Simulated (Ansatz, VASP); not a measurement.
## Ta2N in VASP and in Ansatz

```
Ta N
1.0
     3.08479    0.00000    0.00000
    -1.54240    2.67151    0.00000
     0.00000    0.00000    4.81125
Ta N
2 1
Direct
  0.66667 0.33333 0.74796
  0.33333 0.66667 0.25204
  0.00000 0.00000 0.00000
```

Alike in both runs: functional PBEsol; k mesh 9 × 9 × 4; occupations gaussian, width 0.1 eV; no spin polarisation.

Ansatz relaxed the structure, and its values are those at the end. VASP's run is a single point on that final structure, the one shown.

|  | VASP | Ansatz |
| --- | --- | --- |
| version | VASP 6.6.1 | Ansatz 0.2.0 |
| potentials or method | VASP PAW PBE potentials, release 64 (Ta_pv, N), cutoff 600 eV | scalar-relativistic, plane waves, PAW |
| valence electrons in the cell | 27 | 31 |

```csv
,VASP,Ansatz,Ansatz less VASP
gap on the k mesh at the Fermi level (eV),none,none,-
pressure (GPa),0.6,0.0,-0.56
rms of the force components (eV/Å),0.030,0.004,-0.0259
```

VASP's potentials were made for PBE, not for PBEsol, and Ansatz warns of the same on its side. A gap of «none» marks a metal or a gap that the smearing closes. VASP's potentials hold 27 valence electrons a cell and Ansatz's 31, so a difference there can come from the potentials and not from the codes.

Spin-orbit coupling is off throughout.
